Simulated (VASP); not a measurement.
Set up this calculation in VASP 6.6.1, as the native input.

- Task: single point
- Functional: PBE
- Potentials or basis: VASP PAW PBE potentials, release 64 (Na_pv, F)
- Cutoff: 520 eV
- k mesh: 10 × 10 × 10
- Occupations: gaussian, width 0.02 eV
- Spin: no spin polarisation
- Dipole correction: no
- Further INCAR settings: ALGO = Normal; EDIFF = 1e-07; NBANDS = 14

The structure of NaF lies in POSCAR:

```
NaF
1.0
    0.0000000000      1.9525117146      1.9525117146
    1.9525117146      0.0000000000      1.9525117146
    1.9525117146      1.9525117146      0.0000000000
Na F
1 1
Direct
    0.0000000000      0.0000000000      0.0000000000
    0.5000000000      0.5000000000      0.5000000000
```

These files were run (other wordings do the same):

INCAR

```
PREC = Accurate
ENCUT = 520
EDIFF = 1E-7
ISMEAR = 0
SIGMA = 0.02
LREAL = F
LASPH = T
NELM = 60
ALGO = Normal
ISIF = 2
LWAVE = F
LCHARG = T
GGA = PE
LELF = T
LVHAR = T
NBANDS = 14
```

KPOINTS

```
Automatic mesh
0
Gamma
  10 10 10
```

Potentials or basis: VASP PAW PBE potentials, release 64 (Na_pv, F).

Launch:

```bash
$ cat potpaw_PBE.64/Na_pv/POTCAR potpaw_PBE.64/F/POTCAR > POTCAR
$ mpirun -np 1 vasp_std > vasp.out
```

It gave:

```yaml
Pressure: 92.6 GPa
Band_gap_on_the_k_mesh: 10.21 eV, direct
```

It took 6.8 s on 1 thread of Intel(R) Xeon(R) Platinum 8488C (Sapphire Rapids) (shared host), peak memory 0.13 GiB.
